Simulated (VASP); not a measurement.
Ni:

```
Ni
1.0
     2.79691    0.00000    0.00000
     0.00000    2.79691    0.00000
     0.00000    0.00000    2.79691
Ni
2
Direct
  0.00000 0.00000 0.00000
  0.50000 0.50000 0.50000
```

```yaml
Program: VASP 6.6.1
Task: relaxation of cell and atoms
Functional: RPBE
Potentials_or_basis: VASP PAW PBE potentials, release 64 (Ni)
Cutoff: 600 eV
k_mesh: 11 × 11 × 11
Occupations: fermi-dirac, width 0.05 eV
Spin: collinear spin, antiferromagnetic start
Starting_moments: "[0.8, -0.8] μB"
```

At the start: pressure 4.7 GPa; volume 10.94 Å³/atom.

Question: How do energy, volume and symmetry change on relaxing?

Answer: Over 3 steps the energy falls by 3.9 meV/atom and the volume is 11.22 Å³/atom (+2.5 %); space group Im-3m (No. 229, to 0.05 Å); moment 0.00 μB per cell.

The path:
| step | energy change (eV) | largest force (eV/Å) | pressure (GPa) | volume (Å³) |
| --- | --- | --- | --- | --- |
| 1 | 0.0000 | 0.0000 | 4.66 | 21.88 |
| 2 | -0.0027 | 0.0000 | -3.48 | 22.90 |
| 3 | -0.0078 | 0.0000 | -0.05 | 22.43 |

Final structure:
```xyz
2
Lattice="2.8204 0.0000 0.0000 0.0000 2.8204 0.0000 0.0000 0.0000 2.8204" Properties=species:S:1:pos:R:3 pbc="T T T"
Ni    0.0000    0.0000    0.0000
Ni    1.4102    1.4102    1.4102
```

Caveat: the PAW data sets were made with another functional, which shifts forces and pressure a little.
